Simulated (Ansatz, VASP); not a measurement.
# Rh: VASP beside Ansatz

Contents of INCAR:

```
  ALGO = Fast
  EDIFF = 1E-6
  ENCUT = 520
  GGA = PE
  ISIF = 2
  ISMEAR = 0
  LASPH = True
  LCHARG = False
  LREAL = False
  LWAVE = False
  NBANDS = 22
  NELM = 80
  PREC = Accurate
  SIGMA = 0.15
```

File KPOINTS:

```
k-points
0
Gamma
  21 21 12
```

POSCAR

```
Rh
1.0
    2.6957915463      0.0000000000      0.0000000000
   -1.3478957732      2.3346239624      0.0000000000
    0.0000000000      0.0000000000      4.7489063879
Rh
2
Direct
    0.6666666667      0.3333333333      0.7500000000
    0.3333333333      0.6666666667      0.2500000000
```

Input for Ansatz:

```yaml
crystal:
  lattice:
    - [2.6957915463, 0.0, 0.0]
    - [-1.3478957732, 2.3346239624, 0.0]
    - [0.0, 0.0, 4.7489063879]
  atoms:
    - { symbol: Rh, position: [0.6666666667, 0.3333333333, 0.75] }
    - { symbol: Rh, position: [0.3333333333, 0.6666666667, 0.25] }
basis:
  ecutwfc: 420
kpoints:
  mp_grid: { grid: [21, 21, 12] }
hamiltonian:
  xc: pbe
  pseudopotentials: { kind: paw, azcp: { folder: soft_1 } }
scf:
  occupations: { method: gaussian, width: 0.15 }
output:
  forces: true
  stress: true
  eigenvalues: true
```

Alike in both runs: task single point; functional PBE; k mesh 21 × 21 × 12; occupations gaussian, width 0.15 eV; no spin polarisation.

|  | VASP | Ansatz |
| --- | --- | --- |
| version | VASP 6.6.1 | Ansatz 0.2.0 |
| potentials or method | VASP PAW PBE potentials, release 64 (Rh_pv), cutoff 520 eV | scalar-relativistic, plane waves, PAW |
| valence electrons in the cell | 30 | 34 |

VASP gave:

| Property | Result |
| --- | --- |
| gap on the k mesh at the Fermi level (eV) | none |
| pressure (GPa) | -11.0 |
| traceless stress, the component that is largest in VASP (GPa) | -11.89 |

Task: What did Ansatz give for the same quantities?

Result: gap on the k mesh at the Fermi level (eV): none; pressure (GPa): -11.0; traceless stress, the component that is largest in VASP (GPa): -11.90.

A gap of «none» marks a metal or a gap that the smearing closes. VASP's potentials hold 30 valence electrons a cell and Ansatz's 34, so a difference there can come from the potentials and not from the codes.
